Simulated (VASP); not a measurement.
# BiTe: single point with r2SCAN

Crystal: BiTe.

```
Bi Te
1.0
     0.00000    3.20061    3.20061
     3.20061    0.00000    3.20061
     3.20061    3.20061    0.00000
Bi Te
1 1
Direct
  0.00000 0.00000 0.00000
  0.50000 0.50000 0.50000
```

This cell differs from its parent crystal: volume scaled by 0.97.

```json
{
  "Program": "VASP 6.6.1",
  "Task": "single point",
  "Functional": "r2SCAN",
  "Potentials or basis": "VASP PAW PBE potentials, release 64 (Bi_d, Te)",
  "Cutoff": "520 eV",
  "k mesh": "12 × 12 × 12",
  "Occupations": "gaussian, width 0.1 eV",
  "Spin": "no spin polarisation",
  "Dipole correction": "no",
  "Further INCAR settings": "ALGO = Normal; EDIFF = 1e-06; NBANDS = 18"
}
```

* Pressure: 1.7 GPa

Levels at points of the mesh, in eV from the Fermi level:
| k point | band 6 | band 7 | band 8 | band 9 | band 10 | band 11 | band 12 | band 13 | band 14 | band 15 |
| --- | --- | --- | --- | --- | --- | --- | --- | --- | --- | --- |
| (0.00, 0.00, 0.00) | -14.40 | -8.19 | -2.91 | -2.91 | -2.91 | 2.30 | 2.30 | 2.30 | 4.94 | 4.94 |
| (0.50, 0.00, 0.00) | -12.24 | -11.86 | -2.20 | -2.20 | -1.64 | -0.76 | -0.76 | -0.72 | 7.90 | 8.27 |
| (0.50, 0.50, 0.00) | -12.42 | -10.33 | -6.21 | -4.47 | -4.47 | 2.38 | 3.92 | 3.92 | 5.49 | 9.07 |

Wall time 2.6 min on 1 thread of Intel(R) Xeon(R) Platinum 8488C (Sapphire Rapids), with other jobs on the host, peak memory 0.28 GiB.

Caveat: the PAW data sets were made with another functional, which shifts forces and pressure a little; spin-orbit coupling is left out, which moves the levels of the heavy elements.
